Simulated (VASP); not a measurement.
# GaN (Fm-3m) in VASP: a series of runs

GaN is run at these levels: PBE; tasks: single point, relaxation of cell and atoms.

Everything below comes from runs of VASP 6.6.1. Logs are shortened: lines on timing, memory, paths and dates and some standing lists are left out, and cuts for length are marked.

## (1) The cell of the first run

The structure is cubic, space group Fm-3m (No. 225). Conventional cell: a = 4.268 Å, b = 4.268 Å, c = 4.268 Å, α = 90.00°, β = 90.00°, γ = 90.00°. Ga (site symmetry m-3m) has 6 N at 2.13 Å within 2.8 Å. Within 2.8 Å of N (site symmetry m-3m) lie 6 Ga at 2.13 Å.

## (2) Single point, PBE

Input file INCAR:

```
ALGO = Normal
EDIFF = 1E-6
ENCUT = 520
GGA = PE
ISIF = 2
ISMEAR = 0
LASPH = True
LCHARG = False
LREAL = False
LWAVE = False
NBANDS = 16
NELM = 60
PREC = Accurate
SIGMA = 0.02
```

Input file KPOINTS:

```
k-points
0
Gamma
  14 14 14
```

Input file POSCAR:

```
GaN
1.0
    0.0000000000      2.1340895917      2.1340895917
    2.1340895917      0.0000000000      2.1340895917
    2.1340895917      2.1340895917      0.0000000000
Ga N
1 1
Direct
    0.5000000000      0.5000000000      0.5000000000
    0.0000000000      0.0000000000      0.0000000000
```

Potentials or basis: VASP PAW PBE potentials, release 64 (Ga_d, N).

The run is started by

```bash
> cat potpaw_PBE.64/Ga_d/POTCAR potpaw_PBE.64/N/POTCAR > POTCAR
> mpirun -np 1 vasp_std > vasp.out
```

OUTCAR:

```text
EDIFF = 1E-6
   ENCUT = 520
   GGA = PE
   ISIF = 2
   ISMEAR = 0
   LASPH = True
   LREAL = False
   NELM = 60
   PREC = Accurate

 ion  position               nearest neighbor table
   1  0.500  0.500  0.500-   2 2.13   2 2.13   2 2.13   2 2.13   2 2.13   2 2.13
   2  0.000  0.000  0.000-   1 2.13   1 2.13   1 2.13   1 2.13   1 2.13   1 2.13

  LATTYP: Found a face centered cubic cell.
 ALAT       =     4.2681791834

  Lattice vectors:

 A1 = (   0.0000000000,   2.1340895917,   2.1340895917)
 A2 = (   2.1340895917,   0.0000000000,   2.1340895917)
 A3 = (   2.1340895917,   2.1340895917,   0.0000000000)

Analysis of symmetry for initial positions (statically):
[... 33 lines left out ...]
                                     Primitive cell

  volume of cell :      19.4387

  direct lattice vectors                    reciprocal lattice vectors
     0.000000000  2.134089592  2.134089592    -0.234291944  0.234291944  0.234291944
     2.134089592  0.000000000  2.134089592     0.234291944 -0.234291944  0.234291944
     2.134089592  2.134089592  0.000000000     0.234291944  0.234291944 -0.234291944

  length of vectors
     3.018058444  3.018058444  3.018058444     0.405805552  0.405805552  0.405805552

  position of ions in fractional coordinates (direct lattice)
     0.500000000  0.500000000  0.500000000
     0.000000000  0.000000000  0.000000000

  ion indices of the primitive-cell ions
   primitive index   ion index
                 1           1
                 2           2

----------------------------------------------------------------------------------------

 KPOINTS: k-points

Automatic generation of k-mesh.
 Grid dimensions read from file:
 generate k-points for:   14   14   14

 Generating k-lattice:

  Cartesian coordinates                     Fractional coordinates (reciprocal lattice)
    -0.016735139  0.016735139  0.016735139     0.071428571  0.000000000  0.000000000
     0.016735139 -0.016735139  0.016735139     0.000000000  0.071428571  0.000000000
     0.016735139  0.016735139 -0.016735139     0.000000000  0.000000000  0.071428571

  Length of vectors
     0.028986111  0.028986111  0.028986111

  Shift w.r.t. Gamma in fractional coordinates (k-lattice)
     0.000000000  0.000000000  0.000000000

 Subroutine IBZKPT returns following result:
 ===========================================

 Found    104 irreducible k-points:

 Following reciprocal coordinates:
            Coordinates               Weight
  0.000000  0.000000  0.000000      1.000000
  0.071429  0.000000  0.000000      8.000000
  0.142857  0.000000  0.000000      8.000000
  0.214286  0.000000  0.000000      8.000000
  0.285714  0.000000  0.000000      8.000000
  0.357143  0.000000  0.000000      8.000000
[... 16 lines left out ...]
  0.214286  0.142857  0.000000     24.000000
  0.285714  0.142857  0.000000     24.000000
 [... further k-points ...]
   k-points           NKPTS =    104   k-points in BZ     NKDIM =    104   number of bands    NBANDS=     16
   number of dos      NEDOS =    301   number of ions     NIONS =      2
   total plane-waves  NPLWV =  13824
   dimension x,y,z NGX =    24 NGY =   24 NGZ =   24
   dimension x,y,z NGXF=    48 NGYF=   48 NGZF=   48
   ions per type =               1   1
   NGX,Y,Z   is equivalent  to a cutoff of  13.22, 13.22, 13.22 a.u.
   NGXF,Y,Z  is equivalent  to a cutoff of  26.44, 26.44, 26.44 a.u.
 SYSTEM =  unknown system
   PREC   = accura    normal or accurate (medium, high low for compatibility)
   ISTART =      0    job   : 0-new  1-cont  2-samecut
   ICHARG =      2    charge: 1-file 2-atom 10-const
   ISPIN  =      1    spin polarized calculation?
   LNONCOLLINEAR =      F non collinear calculations
   LSORBIT =      F    spin-orbit coupling
   LASPH  =      T    aspherical Exc in radial PAW
   ENCUT  =  520.0 eV  38.22 Ry    6.18 a.u.   5.61  5.61  5.61*2*pi/ulx,y,z
   NELM   =     60;   NELMIN=  2; NELMDL= -5     # of ELM steps
   EDIFF  = 0.1E-05   stopping-criterion for ELM
   LREAL  =      F    real-space projection
   EDIFFG = 0.1E-04   stopping-criterion for IOM
   NSW    =      0    number of steps for IOM
   IBRION =     -1    ionic relax: 0-MD 1-quasi-New 2-CG
   NFREE  =      0    steps in history (QN), initial steepest desc. (CG)
   ISIF   =      2    stress and relaxation
   ISYM   =      2    0-nonsym 1-usesym 2-fastsym
   POTIM  = 0.5000    time-step for ionic-motion
   TEBEG  =    0.0;   TEEND  =   0.0 temperature during run
   PSTRESS=    0.0 pullay stress
   NELECT =      18.0000    total number of electrons
   NUPDOWN=      -1.0000    fix difference up-down
   EMIN   =  10.00;   EMAX   =-10.00  energy-range for DOS
   EFERMI =   0.00;   METHOD = LEGACY
   ISMEAR =     0;   SIGMA  =   0.02  broadening in eV -4-tet -1-fermi 0-gaus
   EFERMI_NEDOS =   21; number of points for ismear=-14 and -15
   IALGO  =     38    algorithm
   IMIX   =      4    mixing-type and parameters
     AMIX     =   0.40;   BMIX     =  1.00
     AMIX_MAG =   1.60;   BMIX_MAG =  1.00
  volume/ion in A,a.u.               =       9.72        65.59
  Fermi-wavevector in a.u.,A,eV,Ry     =   1.595670  3.015379 34.642638  2.546162
  Thomas-Fermi vector in A             =   2.693552
   LORBIT       =      0    0 simple, 1 ext, 2 COOP (PROOUT), +10 PAW based schemes
   GGA     = PE    functional components
   LHFCALC =     F    Hartree Fock is set to
   AEXX    =    0.0000 exact exchange contribution
   IVDW    =     0    specifies the selected vdW correction
   LEPSILON=     F    determine dielectric tensor
   LRPA    =     F    only Hartree local field effects (RPA)
 non-spin polarized calculation
 Gauss-broadening in eV      SIGMA  =   0.02
  energy-cutoff  :      520.00
  volume of cell :       19.44
 maximum number of plane-waves:       544
   NGX = 11   NGY = 11   NGZ = 11

 number of electron      18.0000006 magnetization

 Free energy of the ion-electron system (eV)
  ---------------------------------------------------
  ext. energy  EPLUGINS =         0.00000000
  ---------------------------------------------------
  free energy    TOTEN  =       -11.20666696 eV

  energy without entropy =      -11.20666696  energy(sigma->0) =      -11.20666696

 E-fermi :   7.6249     XC(G=0): -12.9135

 val. band max:        7.5385803399   @ k =  -0.2143   0.1429   0.0000
 cond. band min:       7.9450188249   @ k =   0.5000   0.5000   0.0000
 fundamental gap:      0.4064384850
 Fermi energy:         7.6249489730

 k-point     1 :       0.0000    0.0000    0.0000
  band No.  band energies     occupation
      1      -9.4774      2.00000
      2      -6.4652      2.00000
      3      -6.4652      2.00000
      4      -6.4652      2.00000
      5      -6.3777      2.00000
      6      -6.3777      2.00000
[... 8 lines left out ...]
     15      22.9400      0.00000
     16      22.9400      0.00000

 k-point     2 :       0.0714    0.0000    0.0000
  band No.  band energies     occupation
      1      -9.3807      2.00000
      2      -6.4687      2.00000
      3      -6.4597      2.00000
      4      -6.4597      2.00000
      5      -6.3845      2.00000
      6      -6.3845      2.00000
[... 8 lines left out ...]
     15      23.0582      0.00000
     16      23.0583      0.00000

 k-point     3 :       0.1429    0.0000    0.0000
  band No.  band energies     occupation
      1      -9.0956      2.00000
      2      -6.4782      2.00000
      3      -6.4567      2.00000
      4      -6.4567      2.00000
      5      -6.3906      2.00000
      6      -6.3906      2.00000
[... 8 lines left out ...]
     15      23.5999      0.00000
     16      23.5999      0.00000

 k-point     4 :       0.2143    0.0000    0.0000
  band No.  band energies     occupation
      1      -8.6390      2.00000
      2      -6.4915      2.00000
      3      -6.4842      2.00000
      4      -6.4842      2.00000
      5      -6.3674      2.00000
      6      -6.3674      2.00000
[... 8 lines left out ...]
     15      24.5374      0.00000
     16      24.5374      0.00000

 k-point     5 :       0.2857    0.0000    0.0000
  band No.  band energies     occupation
      1      -8.0470      2.00000
      2      -6.5270      2.00000
      3      -6.5270      2.00000
      4      -6.5051      2.00000
      5      -6.3287      2.00000
      6      -6.3287      2.00000
[... 8 lines left out ...]
     15      25.8142      0.00000
     16      25.8142      0.00000

 k-point     6 :       0.3571    0.0000    0.0000
  band No.  band energies     occupation
      1      -7.3944      2.00000
      2      -6.5675      2.00000
      3      -6.5675      2.00000
      4      -6.5146      2.00000
      5      -6.2913      2.00000
      6      -6.2913      2.00000
[... 8 lines left out ...]
     15      27.3719      0.00000
     16      27.3719      0.00000

 k-point     7 :       0.4286    0.0000    0.0000
  band No.  band energies     occupation
      1      -6.8390      2.00000
      2      -6.5959      2.00000
      3      -6.5959      2.00000
      4      -6.5077      2.00000
      5      -6.2648      2.00000
      6      -6.2648      2.00000
[... 8 lines left out ...]
     15      29.0900      0.00000
     16      29.0900      0.00000

 k-point     8 :       0.5000    0.0000    0.0000
  band No.  band energies     occupation
      1      -6.6424      2.00000
      2      -6.6060      2.00000
      3      -6.6060      2.00000
      4      -6.4655      2.00000
      5      -6.2552      2.00000
      6      -6.2552      2.00000
[... 8 lines left out ...]
     15      30.2502      0.00000
     16      30.2502      0.00000

 k-point     9 :       0.0714    0.0714    0.0000
  band No.  band energies     occupation
      1      -9.3497      2.00000
      2      -6.4733      2.00000
      3      -6.4550      2.00000
      4      -6.4550      2.00000
      5      -6.4009      2.00000
      6      -6.3727      2.00000
[... 8 lines left out ...]
     15      24.2858      0.00000
     16      24.2858      0.00000
[... 172 lines left out ...]
 k-point    19 :      -0.2143    0.0714    0.0000
  band No.  band energies     occupation
      1      -8.3935      2.00000
      2      -6.5077      2.00000
      3      -6.5030      2.00000
      4      -6.4845      2.00000
      5      -6.3792      2.00000
      6      -6.3063      2.00000
[... 8 lines left out ...]
     15      24.0082      0.00000
     16      26.2185      0.00000

 k-point    20 :      -0.1429    0.0714    0.0000
  band No.  band energies     occupation
      1      -8.8848      2.00000
      2      -6.4859      2.00000
      3      -6.4648      2.00000
      4      -6.4587      2.00000
      5      -6.4160      2.00000
      6      -6.3496      2.00000
[... 8 lines left out ...]
     15      23.6158      0.00000
     16      25.1471      0.00000

 k-point    21 :      -0.0714    0.0714    0.0000
  band No.  band energies     occupation
      1      -9.2225      2.00000
      2      -6.4753      2.00000
      3      -6.4543      2.00000
      4      -6.4505      2.00000
      5      -6.4105      2.00000
      6      -6.3735      2.00000
[... 8 lines left out ...]
     15      23.4916      0.00000
     16      24.2443      0.00000

 k-point    22 :       0.1429    0.1429    0.0000
  band No.  band energies     occupation
      1      -8.9918      2.00000
      2      -6.4963      2.00000
      3      -6.4403      2.00000
      4      -6.4252      2.00000
      5      -6.4252      2.00000
      6      -6.3585      2.00000
[... 8 lines left out ...]
     15      26.4571      0.00000
     16      26.4571      0.00000

 k-point    23 :       0.2143    0.1429    0.0000
  band No.  band energies     occupation
      1      -8.6922      2.00000
      2      -6.5098      2.00000
      3      -6.4574      2.00000
      4      -6.4171      2.00000
      5      -6.3836      2.00000
      6      -6.3428      2.00000
[... 8 lines left out ...]
     15      26.8442      0.00000
     16      27.2554      0.00000

 k-point    24 :       0.2857    0.1429    0.0000
  band No.  band energies     occupation
      1      -8.2740      2.00000
      2      -6.5232      2.00000
      3      -6.4662      2.00000
      4      -6.4380      2.00000
      5      -6.3100      2.00000
      6      -6.2985      2.00000
[... 8 lines left out ...]
     15      26.9129      0.00000
     16      27.9747      0.00000

 [... further k-points ...]
[... 5 lines left out ...]
  --------------------------------------------------------------------------------------
  -------------------------------------------------------------------------------------
  Total        0.0934418      0.0934418      0.0934418      0.0000000      0.0000000     -0.0000000
  in kB        7.7016511      7.7016511      7.7016511      0.0000000      0.0000000     -0.0000000
  external PRESSURE =       7.7016511 kB  Pullay stress =       0.0000000 kB

 VOLUME and BASIS-vectors are now :
 -----------------------------------------------------------------------------
  energy-cutoff  :      520.00
  volume of cell :       19.44
      direct lattice vectors                 reciprocal lattice vectors
     0.000000000  2.134089592  2.134089592    -0.234291944  0.234291944  0.234291944
     2.134089592  0.000000000  2.134089592     0.234291944 -0.234291944  0.234291944
     2.134089592  2.134089592  0.000000000     0.234291944  0.234291944 -0.234291944

 POSITION                                       TOTAL-FORCE (eV/Angst)
 -----------------------------------------------------------------------------------
      2.13409      2.13409      2.13409        -0.000000     -0.000000      0.000000
      0.00000      0.00000      0.00000         0.000000      0.000000      0.000000
 -----------------------------------------------------------------------------------
    total drift:                                0.000000     -0.000000      0.000000

  FREE ENERGIE OF THE ION-ELECTRON SYSTEM (eV)
  ---------------------------------------------------
  free  energy   TOTEN  =       -11.2066669563 eV

  energy  without entropy=      -11.2066669563  energy(sigma->0) =      -11.20666696
```

Wall time 14 s (1 thread of Intel Xeon Platinum 8488C (Sapphire Rapids), shared host); peak memory 0.16 GiB.

What came out:

```yaml
Free_energy: -11.2067 eV
Pressure: 0.8 GPa
Band_gap_on_the_k_mesh: 0.41 eV, indirect (least direct gap 2.39 eV)
```

Levels at points of the mesh, in eV from the valence-band top:
```
           k point  band 6  band 7  band 8  band 9  band 10  band 11  band 12  band 13
(0.00, 0.00, 0.00)  -13.92   -0.48   -0.48   -0.48     1.90    14.55    14.55    14.55
(0.50, 0.00, 0.00)  -13.79   -8.10   -0.17   -0.17     4.57     8.93     8.93     9.02
(0.50, 0.50, 0.00)  -11.06   -6.90   -2.93   -2.93     0.41     7.80    11.63    14.12
```

(Part 1 of 2 ends here.)
